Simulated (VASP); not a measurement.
A run of VASP 6.6.1 is set up as follows.

The input INCAR:

```
  PREC = Accurate
  ENCUT = 520
  EDIFF = 1E-6
  ISMEAR = -1
  SIGMA = 0.01
  LREAL = False
  LASPH = True
  NELM = 60
  ALGO = Normal
  ISIF = 2
  LWAVE = False
  LCHARG = False
  GGA = PS
  IVDW = 12
  NBANDS = 15
```

Contents of KPOINTS:

```
regular mesh
0
Gamma
  11 11 11
```

File POSCAR:

```
TaN
1.0
    0.0000000000      2.1495504440      2.1495504440
    2.1495504440      0.0000000000      2.1495504440
    2.1495504440      2.1495504440      0.0000000000
Ta N
1 1
Direct
    0.5000000000      0.5000000000      0.5000000000
    0.0000000000      0.0000000000      0.0000000000
```

Potentials or basis: VASP PAW PBE potentials, release 64 (Ta_pv, N).

Run with:

```sh
$ cat potpaw_PBE.64/Ta_pv/POTCAR potpaw_PBE.64/N/POTCAR > POTCAR
$ mpirun -np 1 vasp_std > vasp.out
```

Task: Predict the band gap on the k mesh.

Result: Zero (band 8 reaches 12.03 eV, above the bottom of band 9 at 7.83 eV).

Task: Predict the pressure.

Result: 14.5 GPa.

Caveat: three body term missing; the PAW data sets were made with another functional, which shifts forces and pressure a little; spin-orbit coupling is left out, which moves the levels of the heavy elements; pairwise dispersion overbinds metals, which lowers pressure and volume.
